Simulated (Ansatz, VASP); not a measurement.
BN in VASP and in Ansatz

Contents of INCAR:

```
  PREC = Accurate
  ENCUT = 520
  EDIFF = 1E-6
  ISMEAR = 0
  SIGMA = 0.05
  LREAL = False
  LASPH = True
  NELM = 60
  ALGO = Normal
  ISIF = 2
  LWAVE = False
  LCHARG = False
  GGA = PE
  IVDW = 12
  NBANDS = 11
```

File KPOINTS:

```
regular mesh
0
Gamma
  12 12 12
```

POSCAR

```
BN
1.0
    1.3011666545      0.7512289182      3.3729344033
   -1.3011666545      0.7512289182      3.3729344033
    0.0000000000     -1.5024578365      3.3729344033
B N
1 1
Direct
    0.9996712000      0.9996712000      0.9996712000
    0.3327618000      0.3327618000      0.3327618000
```

Input for Ansatz:

```yaml
crystal:
  lattice:
    - [1.3011666545, 0.7512289182, 3.3729344033]
    - [-1.3011666545, 0.7512289182, 3.3729344033]
    - [0.0, -1.5024578365, 3.3729344033]
  atoms:
    - { symbol: B, position: [0.9996712, 0.9996712, 0.9996712] }
    - { symbol: "N", position: [0.3327618, 0.3327618, 0.3327618] }
basis:
  ecutwfc: 420
kpoints:
  mp_grid: { grid: [12, 12, 12] }
hamiltonian:
  xc: pbe
  dispersion: d3bj
scf:
  occupations: { method: gaussian, width: 0.05 }
output:
  forces: true
  stress: true
  eigenvalues: true
```

Change from the starting cell: strain +0.040 along x and y, +0.000 along z, atoms carried along.

Alike in both runs: task single point; functional PBE; dispersion D3(BJ); k mesh 12 × 12 × 12; occupations gaussian, width 0.05 eV; no spin polarisation.

|  | VASP | Ansatz |
| --- | --- | --- |
| version | VASP 6.6.1 | Ansatz 0.2.0 |
| potentials or method | VASP PAW PBE potentials, release 64 (B, N), cutoff 520 eV | scalar-relativistic, plane waves, PAW |
| valence electrons in the cell | 8 | 8 |

Ansatz gave:

* gap on the k mesh at the Fermi level (eV): 4.06
* least direct gap on the mesh (eV): 4.40
* pressure (GPa): -22.6
* traceless stress, the component that is largest in VASP (GPa): 22.24

Q: Which values does VASP return?

A: gap on the k mesh at the Fermi level (eV): 4.05; least direct gap on the mesh (eV): 4.40; pressure (GPa): -22.6; traceless stress, the component that is largest in VASP (GPa): 22.08.
